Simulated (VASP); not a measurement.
Crystal: TiSe2.

```
Ti Se
1.0
     3.60882    0.00000    0.00000
    -1.80441    3.12533    0.00000
     0.00000    0.00000    5.82178
Ti Se
1 2
Direct
  0.00000 0.00000 0.00000
  0.33333 0.66667 0.25200
  0.66667 0.33333 0.74800
```

```yaml
Program: VASP 6.6.1
Task: relaxation of cell and atoms
Functional: PBEsol
Potentials_or_basis: VASP PAW PBE potentials, release 64 (Ti_sv, Se)
Cutoff: 500 eV
k_mesh: 10 × 10 × 6
Occupations: gaussian, width 0.05 eV
Spin: no spin polarisation
```

At the start: pressure -2.0 GPa; volume 21.89 Å³/atom.

Question: How do energy, volume and symmetry change on relaxing?

Answer: Over 10 steps the energy falls by 26.6 meV/atom and the volume is 20.74 Å³/atom (-5.2 %); space group P-3m1 (No. 164, to 0.05 Å).

Step by step:
| step | energy change (eV) | largest force (eV/Å) | pressure (GPa) | volume (Å³) |
| --- | --- | --- | --- | --- |
| 1 | 0.0000 | 0.2636 | -1.97 | 65.66 |
| 2 | -0.0609 | 0.3738 | 0.68 | 63.11 |
| 3 | -0.0655 | 0.4082 | 1.67 | 62.27 |
| 4 | -0.0731 | 0.2020 | -1.20 | 63.22 |
| 5 | -0.0789 | 0.0298 | -0.08 | 62.84 |
| 6 | -0.0789 | 0.0369 | -0.05 | 62.83 |
| 7 | -0.0791 | 0.0341 | -0.05 | 62.77 |
| 8 | -0.0795 | 0.0256 | -0.03 | 62.58 |
| 9 | -0.0798 | 0.0077 | 0.01 | 62.21 |
| 10 | -0.0798 | 0.0089 | 0.01 | 62.23 |

Final structure:
```
CELL_PARAMETERS angstrom
3.48076 0.00000 0.00000
-1.74038 3.01443 0.00000
0.00000 0.00000 5.93075
ATOMIC_POSITIONS crystal
Ti 0.00000 0.00000 0.00000
Se 0.33333 0.66667 0.26022
Se 0.66667 0.33333 0.73978
```

Caveat: the PAW data sets were made with another functional, which shifts forces and pressure a little; this functional lacks dispersion, which binds the layers, so the pressure and a relaxed spacing across them are unreliable.
